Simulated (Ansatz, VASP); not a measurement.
**Two plane-wave programs on ZrC**

```xyz
2
Lattice="3.0578 0.0000 0.0000 -1.5289 2.6481 0.0000 0.0000 0.0000 4.4741" Properties=species:S:1:pos:R:3 pbc="T T T"
Zr    0.0000    0.0000    2.2371
C     0.0000    0.0000    0.0000
```

Alike in both runs: functional PBE; k mesh 7 × 7 × 5; occupations gaussian, width 0.2 eV; no spin polarisation.

Ansatz relaxed the structure, and its values are those at the end. VASP's run is a single point on that final structure, the one shown.

```csv
,VASP,Ansatz
version,VASP 6.6.1,Ansatz 0.2.0
potentials or method,"VASP PAW PBE potentials, release 64 (Zr_sv, C), cutoff 600 eV","scalar-relativistic, plane waves, PAW"
valence electrons in the cell,16,16
```

```csv
,VASP,Ansatz,Ansatz less VASP
gap on the k mesh at the Fermi level (eV),none,none,-
pressure (GPa),0.4,0.4,-0.02
```

A gap of «none» marks a metal or a gap that the smearing closes. With one functional, cell and mesh, what is left measures potentials, basis and numerics.
